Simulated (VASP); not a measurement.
# Y (Cmcm) in VASP: single point with LDA

Aim: the single point of Y with LDA.

All numbers are computed with VASP 6.6.1; they aren't measurements. Logs are shortened: lines on timing, memory, paths and dates and some standing lists are left out, and cuts for length are marked.

### Step 1. The cell of the first run

It takes space group Cmcm (No. 63, orthorhombic). Conventional cell: a = 3.735 Å, b = 10.507 Å, c = 4.555 Å, α = 90.00°, β = 90.00°, γ = 90.00°. Within 4.8 Å of Y (site symmetry m2m) lie 10 Y at 3.67 to 4.56 Å.

### Step 2. Single point, LDA

INCAR

```
SYSTEM = Y
ALGO = Normal
EDIFF = 1E-6
ENCUT = 520
GGA = CA
ISIF = 2
ISMEAR = 1
LASPH = .True.
LCHARG = .True.
LELF = .True.
LREAL = .False.
LVHAR = .True.
LWAVE = .False.
NBANDS = 18
NELM = 80
PREC = Accurate
SIGMA = 0.1
```

KPOINTS

```
k-points
0
Gamma
  7 7 5
  0 0 0
```

POSCAR

```
Y
1.0
    1.8675670000     -5.2536270000      0.0000000000
    1.8675670000      5.2536270000      0.0000000000
    0.0000000000      0.0000000000      4.5550310000
Y
2
Direct
    0.8630270000      0.1369730000      0.7500000000
    0.1369730000      0.8630270000      0.2500000000
```

Potentials or basis: VASP PAW LDA potentials, release 64 (Y_sv).

On the command line:

```
$ cat potpaw_LDA.64/Y_sv/POTCAR > POTCAR
$ mpirun -np 1 vasp_std > vasp.out
```

OUTCAR:

```text
SYSTEM = Y
   EDIFF = 1E-6
   ENCUT = 520
   GGA = CA
   ISIF = 2
   ISMEAR = 1
   LASPH = .True.
   LREAL = .False.
   NELM = 80
   PREC = Accurate

 ion  position               nearest neighbor table
   1  0.863  0.137  0.750-   2 3.67   2 3.67   2 3.78   2 3.78   2 3.78   2 3.78
   2  0.137  0.863  0.250-   1 3.67   1 3.67   1 3.78   1 3.78   1 3.78   1 3.78

  LATTYP: Found a base centered orthorhombic cell.
 ALAT       =     3.7351340000
 B/A-ratio  =     2.8130862239
 C/A-ratio  =     1.2195093938

  Lattice vectors:

 A1 = (   1.8675670000,  -5.2536270000,   0.0000000000)
 A2 = (   1.8675670000,   5.2536270000,   0.0000000000)
 A3 = (   0.0000000000,   0.0000000000,   4.5550310000)

Analysis of symmetry for initial positions (statically):
=====================================================================
 Subroutine PRICEL returns:
 Original cell was already a primitive cell.

 Routine SETGRP: Setting up the symmetry group for a
 base centered orthorhombic supercell.

 Subroutine GETGRP returns: Found  8 space group operations
 (whereof  4 operations were pure point group operations)
 out of a pool of  8 trial point group operations.

The static configuration has the point symmetry C_2h.
 The point group associated with its full space group is D_2h.

Analysis of symmetry for dynamics (positions and initial velocities):
=====================================================================
 Subroutine PRICEL returns:
 Original cell was already a primitive cell.

 Routine SETGRP: Setting up the symmetry group for a
 base centered orthorhombic supercell.

 Subroutine GETGRP returns: Found  8 space group operations
 (whereof  4 operations were pure point group operations)
 out of a pool of  8 trial point group operations.

The dynamic configuration has the point symmetry C_2h.
 The point group associated with its full space group is D_2h.

 Subroutine INISYM returns: Found  8 space group operations
 (whereof  4 operations are pure point group operations),
 and found     1 'primitive' translations

----------------------------------------------------------------------------------------

                                     Primitive cell

  volume of cell :      89.3834

  direct lattice vectors                    reciprocal lattice vectors
     1.867567000 -5.253627000  0.000000000     0.267728012 -0.095172345  0.000000000
     1.867567000  5.253627000  0.000000000     0.267728012  0.095172345  0.000000000
     0.000000000  0.000000000  4.555031000     0.000000000  0.000000000  0.219537474

  length of vectors
     5.575697549  5.575697549  4.555031000     0.284140922  0.284140922  0.219537474

  position of ions in fractional coordinates (direct lattice)
     0.863027000  0.136973000  0.750000000
     0.136973000  0.863027000  0.250000000

  ion indices of the primitive-cell ions
   primitive index   ion index
                 1           1
                 2           2

----------------------------------------------------------------------------------------

 KPOINTS: k-points

Automatic generation of k-mesh.
 Grid dimensions read from file:
 generate k-points for:    7    7    5

 Generating k-lattice:

  Cartesian coordinates                     Fractional coordinates (reciprocal lattice)
     0.038246859 -0.013596049  0.000000000     0.142857143  0.000000000  0.000000000
     0.038246859  0.013596049  0.000000000     0.000000000  0.142857143  0.000000000
     0.000000000  0.000000000  0.043907495     0.000000000  0.000000000  0.200000000

  Length of vectors
     0.040591560  0.040591560  0.043907495

  Shift w.r.t. Gamma in fractional coordinates (k-lattice)
     0.000000000  0.000000000  0.000000000

 Subroutine IBZKPT returns following result:
 ===========================================

 Found     48 irreducible k-points:

 Following reciprocal coordinates:
            Coordinates               Weight
  0.000000  0.000000  0.000000      1.000000
  0.142857 -0.000000  0.000000      4.000000
  0.285714 -0.000000  0.000000      4.000000
  0.428571 -0.000000  0.000000      4.000000
  0.142857  0.142857  0.000000      2.000000
  0.285714  0.142857  0.000000      4.000000
[... 16 lines left out ...]
  0.428571  0.142857  0.200000      8.000000
 -0.428571  0.142857  0.200000      8.000000
 [... further k-points ...]
   k-points           NKPTS =     48   k-points in BZ     NKDIM =     48   number of bands    NBANDS=     18
   number of dos      NEDOS =    301   number of ions     NIONS =      2
   total plane-waves  NPLWV =  63504
   dimension x,y,z NGX =    42 NGY =   42 NGZ =   36
   dimension x,y,z NGXF=    84 NGYF=   84 NGZF=   72
   ions per type =               2
   NGX,Y,Z   is equivalent  to a cutoff of  12.52, 12.52, 13.14 a.u.
   NGXF,Y,Z  is equivalent  to a cutoff of  25.05, 25.05, 26.28 a.u.
 SYSTEM =  Y
   PREC   = accura    normal or accurate (medium, high low for compatibility)
   ISTART =      0    job   : 0-new  1-cont  2-samecut
   ICHARG =      2    charge: 1-file 2-atom 10-const
   ISPIN  =      1    spin polarized calculation?
   LNONCOLLINEAR =      F non collinear calculations
   LSORBIT =      F    spin-orbit coupling
   LASPH  =      T    aspherical Exc in radial PAW
   ENCUT  =  520.0 eV  38.22 Ry    6.18 a.u.  10.37 10.37  8.47*2*pi/ulx,y,z
   NELM   =     80;   NELMIN=  2; NELMDL= -5     # of ELM steps
   EDIFF  = 0.1E-05   stopping-criterion for ELM
   LREAL  =      F    real-space projection
   EDIFFG = 0.1E-04   stopping-criterion for IOM
   NSW    =      0    number of steps for IOM
   IBRION =     -1    ionic relax: 0-MD 1-quasi-New 2-CG
   NFREE  =      0    steps in history (QN), initial steepest desc. (CG)
   ISIF   =      2    stress and relaxation
   ISYM   =      2    0-nonsym 1-usesym 2-fastsym
   POTIM  = 0.5000    time-step for ionic-motion
   TEBEG  =    0.0;   TEEND  =   0.0 temperature during run
   PSTRESS=    0.0 pullay stress
   NELECT =      22.0000    total number of electrons
   NUPDOWN=      -1.0000    fix difference up-down
   EMIN   =  10.00;   EMAX   =-10.00  energy-range for DOS
   EFERMI =   0.00;   METHOD = LEGACY
   ISMEAR =     1;   SIGMA  =   0.10  broadening in eV -4-tet -1-fermi 0-gaus
   EFERMI_NEDOS =   21; number of points for ismear=-14 and -15
   IALGO  =     38    algorithm
   IMIX   =      4    mixing-type and parameters
     AMIX     =   0.40;   BMIX     =  1.00
     AMIX_MAG =   1.60;   BMIX_MAG =  1.00
  volume/ion in A,a.u.               =      44.69       301.59
  Fermi-wavevector in a.u.,A,eV,Ry     =   1.025959  1.938782 14.321391  1.052593
  Thomas-Fermi vector in A             =   2.159827
   LORBIT       =      0    0 simple, 1 ext, 2 COOP (PROOUT), +10 PAW based schemes
   GGA     = CA    functional components
   LHFCALC =     F    Hartree Fock is set to
   AEXX    =    0.0000 exact exchange contribution
   IVDW    =     0    specifies the selected vdW correction
   LEPSILON=     F    determine dielectric tensor
   LRPA    =     F    only Hartree local field effects (RPA)
 non-spin polarized calculation
 Methfessel and Paxton  Order N= 1 SIGMA  =   0.10
  energy-cutoff  :      520.00
  volume of cell :       89.38
 maximum number of plane-waves:      2424
 NGX is ok and might be reduce to    42
   NGX = 21   NGY = 21   NGZ = 17

 number of electron      22.0000001 magnetization

 Free energy of the ion-electron system (eV)
  ---------------------------------------------------
  ext. energy  EPLUGINS =         0.00000000
  ---------------------------------------------------
  free energy    TOTEN  =       -12.29678544 eV

  energy without entropy =      -12.29569428  energy(sigma->0) =      -12.29642172

 E-fermi :   1.4063     XC(G=0):  -8.4740

 val. band max:        1.4043861808   @ k =  -0.2857   0.1429   0.4000
 cond. band min:       1.4071897677   @ k =   0.2857  -0.0000   0.4000
 fundamental gap:      0.0028035869
 Fermi energy:         1.4062756311

 k-point     1 :       0.0000    0.0000    0.0000
  band No.  band energies     occupation
      1     -41.8437      2.00000
      2     -41.8075      2.00000
      3     -22.0188      2.00000
      4     -21.9567      2.00000
      5     -21.7849      2.00000
      6     -21.7765      2.00000
[... 10 lines left out ...]
     17       4.2063      0.00000
     18       4.7175      0.00000

 k-point     2 :       0.1429   -0.0000    0.0000
  band No.  band energies     occupation
      1     -41.8399      2.00000
      2     -41.8066      2.00000
      3     -22.0093      2.00000
      4     -21.9463      2.00000
      5     -21.8174      2.00000
      6     -21.7885      2.00000
[... 10 lines left out ...]
     17       3.9630      0.00000
     18       4.6764      0.00000

 k-point     3 :       0.2857   -0.0000    0.0000
  band No.  band energies     occupation
      1     -41.8309      2.00000
      2     -41.8053      2.00000
      3     -21.9912      2.00000
      4     -21.9203      2.00000
      5     -21.8982      2.00000
      6     -21.8400      2.00000
[... 10 lines left out ...]
     17       3.5779      0.00000
     18       4.4165      0.00000

 k-point     4 :       0.4286   -0.0000    0.0000
  band No.  band energies     occupation
      1     -41.8225      2.00000
      2     -41.8053      2.00000
      3     -21.9897      2.00000
      4     -21.9634      2.00000
      5     -21.8938      2.00000
      6     -21.8772      2.00000
[... 10 lines left out ...]
     17       3.6463      0.00000
     18       4.7267      0.00000

 k-point     5 :       0.1429    0.1429    0.0000
  band No.  band energies     occupation
      1     -41.8323      2.00000
      2     -41.8039      2.00000
      3     -21.9994      2.00000
      4     -21.9268      2.00000
      5     -21.8892      2.00000
      6     -21.8485      2.00000
[... 10 lines left out ...]
     17       3.5192      0.00000
     18       4.5986      0.00000

 k-point     6 :       0.2857    0.1429    0.0000
  band No.  band energies     occupation
      1     -41.8238      2.00000
      2     -41.8040      2.00000
      3     -22.0005      2.00000
      4     -21.9479      2.00000
      5     -21.9000      2.00000
      6     -21.8895      2.00000
[... 10 lines left out ...]
     17       4.0241      0.00000
     18       4.4825      0.00000

 k-point     7 :       0.4286    0.1429    0.0000
  band No.  band energies     occupation
      1     -41.8205      2.00000
      2     -41.8073      2.00000
      3     -21.9916      2.00000
      4     -21.9544      2.00000
      5     -21.8844      2.00000
      6     -21.8779      2.00000
[... 10 lines left out ...]
     17       3.6269      0.00000
     18       4.6861      0.00000

 k-point     8 :      -0.4286    0.1429    0.0000
  band No.  band energies     occupation
      1     -41.8270      2.00000
      2     -41.8092      2.00000
      3     -21.9710      2.00000
      4     -21.9086      2.00000
      5     -21.9021      2.00000
      6     -21.8341      2.00000
[... 10 lines left out ...]
     17       3.8647      0.00000
     18       4.1125      0.00000
[... 229 lines left out ...]
     17       3.9614      0.00000
     18       4.5341      0.00000

 k-point    20 :       0.4286   -0.0000    0.2000
  band No.  band energies     occupation
      1     -41.8206      2.00000
      2     -41.8067      2.00000
      3     -21.9797      2.00000
      4     -21.9680      2.00000
      5     -21.9103      2.00000
      6     -21.8763      2.00000
[... 10 lines left out ...]
     17       4.1588      0.00000
     18       4.5791      0.00000

 k-point    21 :       0.1429    0.1429    0.2000
  band No.  band energies     occupation
      1     -41.8293      2.00000
      2     -41.8064      2.00000
      3     -21.9775      2.00000
      4     -21.9361      2.00000
      5     -21.8703      2.00000
      6     -21.8664      2.00000
[... 10 lines left out ...]
     17       4.0503      0.00000
     18       4.6553      0.00000

 k-point    22 :       0.2857    0.1429    0.2000
  band No.  band energies     occupation
      1     -41.8217      2.00000
      2     -41.8057      2.00000
      3     -21.9827      2.00000
      4     -21.9631      2.00000
      5     -21.9132      2.00000
      6     -21.8779      2.00000
[... 10 lines left out ...]
     17       4.1715      0.00000
     18       4.4018      0.00000

 k-point    23 :       0.4286    0.1429    0.2000
  band No.  band energies     occupation
      1     -41.8190      2.00000
      2     -41.8083      2.00000
      3     -21.9767      2.00000
      4     -21.9702      2.00000
      5     -21.9152      2.00000
      6     -21.8712      2.00000
[... 10 lines left out ...]
     17       4.1563      0.00000
     18       4.4971      0.00000

 k-point    24 :      -0.4286    0.1429    0.2000
  band No.  band energies     occupation
      1     -41.8251      2.00000
      2     -41.8106      2.00000
      3     -21.9786      2.00000
      4     -21.9254      2.00000
      5     -21.8850      2.00000
      6     -21.8553      2.00000
[... 10 lines left out ...]
     17       3.7903      0.00000
     18       4.2630      0.00000

 [... further k-points ...]

------------------------ aborting loop because EDIFF is reached ----------------------------------------

  FORCE on cell =-STRESS in cart. coord.  units (eV):
  Direction    XX          YY          ZZ          XY          YZ          ZX
  --------------------------------------------------------------------------------------
  -------------------------------------------------------------------------------------
  Total       -4.0051543     -3.6135550     -5.4105945      0.0000000      0.0000000      0.0000000
  in kB      -71.7915071    -64.7721771    -96.9837135      0.0000000      0.0000000      0.0000000
  external PRESSURE =     -77.8491326 kB  Pullay stress =       0.0000000 kB

 VOLUME and BASIS-vectors are now :
 -----------------------------------------------------------------------------
  energy-cutoff  :      520.00
  volume of cell :       89.38
      direct lattice vectors                 reciprocal lattice vectors
     1.867567000 -5.253627000  0.000000000     0.267728012 -0.095172345  0.000000000
     1.867567000  5.253627000  0.000000000     0.267728012  0.095172345  0.000000000
     0.000000000  0.000000000  4.555031000     0.000000000  0.000000000  0.219537474

 POSITION                                       TOTAL-FORCE (eV/Angst)
 -----------------------------------------------------------------------------------
      1.86757     -3.81442      3.41627         0.000000      0.499939      0.000000
      1.86757      3.81442      1.13876         0.000000     -0.499939     -0.000000
 -----------------------------------------------------------------------------------
    total drift:                               -0.000000     -0.000000     -0.000000

  FREE ENERGIE OF THE ION-ELECTRON SYSTEM (eV)
  ---------------------------------------------------
  free  energy   TOTEN  =       -12.2967854368 eV

  energy  without entropy=      -12.2956942806  energy(sigma->0) =      -12.29642172
```

It took 66 s on 1 thread of AMD EPYC 7R13 (Zen 3), shared host; peak memory 0.21 GiB.

What came out:

```yaml
Free_energy: -12.2968 eV
Pressure: -7.8 GPa
Largest_force: 0.500 eV/Å
Band_gap_on_the_k_mesh: zero (bands 11 and 12 overlap by 0.27 eV)
```

Forces on the atoms (eV/Å):
```
Y    0.000  0.500  0.000
Y    0.000 -0.500  0.000
```

Caveat: the cell stands under tension.
